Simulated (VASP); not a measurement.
A run of VASP 6.6.1 is set up as follows.

File INCAR:

```
SYSTEM = SiC
PREC = Accurate
ENCUT = 600
EDIFF = 1E-6
ISMEAR = -1
SIGMA = 0.05
LREAL = .False.
LASPH = .True.
NELM = 60
ALGO = Normal
ISIF = 3
LWAVE = .False.
LCHARG = .False.
GGA = B5
ALDAX = 1.0
AGGAX = 1.0
AGGAC = 1.0
ALDAC = 0.0
IVDW = 12
IBRION = 2
NSW = 60
EDIFFG = -0.01
VDW_S6 = 1.0
VDW_S8 = 2.6996
VDW_A1 = 0.4298
VDW_A2 = 4.2359
```

File KPOINTS:

```
Automatic mesh
0
Gamma
  10 10 2
  0 0 0
```

POSCAR

```
SiC
1.0
    3.0950000000      0.0000000000      0.0000000000
   -1.5475000000      2.6803486247      0.0000000000
    0.0000000000      0.0000000000     15.1700000000
Si C
6 6
Direct
    0.6666666667      0.3333333333      0.4583000000
    0.3333333333      0.6666666667      0.9583000000
    0.6666666667      0.3333333333      0.7917000000
    0.3333333333      0.6666666667      0.2917000000
    0.0000000000      0.0000000000      0.6250000000
    0.0000000000      0.0000000000      0.1250000000
    0.6666666667      0.3333333333      0.3333000000
    0.3333333333      0.6666666667      0.8333000000
    0.6666666667      0.3333333333      0.6667000000
    0.3333333333      0.6666666667      0.1667000000
    0.0000000000      0.0000000000      0.5000000000
    0.0000000000      0.0000000000      0.0000000000
```

Potentials or basis: VASP PAW PBE potentials, release 64 (Si, C).

Command:

```bash
$ cat potpaw_PBE.64/Si/POTCAR potpaw_PBE.64/C/POTCAR > POTCAR
$ mpirun -np 1 vasp_std > vasp.out
```

**Question.** Predict the band gap on the k mesh.

**Answer.** 2.33 eV (least direct gap 3.43 eV).

**Question.** Estimate the space group after relaxing (to 0.1 Å).

**Answer.** P6_3mc (No. 186).

**Question.** Estimate the relaxed volume.

**Answer.** 10.26 Å³/atom.

**Question.** Estimate the dispersion energy per atom.

**Answer.** -0.650 eV.

Forces on the atoms (eV/Å):
```
Si   0.000  0.000 -0.002
Si   0.000  0.000 -0.002
Si   0.000  0.000 -0.002
Si   0.000  0.000 -0.002
Si   0.000  0.000 -0.003
Si   0.000  0.000 -0.003
C    0.000  0.000  0.001
C    0.000  0.000  0.001
C    0.000  0.000 -0.001
C    0.000  0.000 -0.001
C    0.000  0.000  0.008
C    0.000  0.000  0.008
```

Caveat: the PAW data sets were made with another functional, which shifts forces and pressure a little. As with any semilocal functional, this BLYP gap is likely too small.
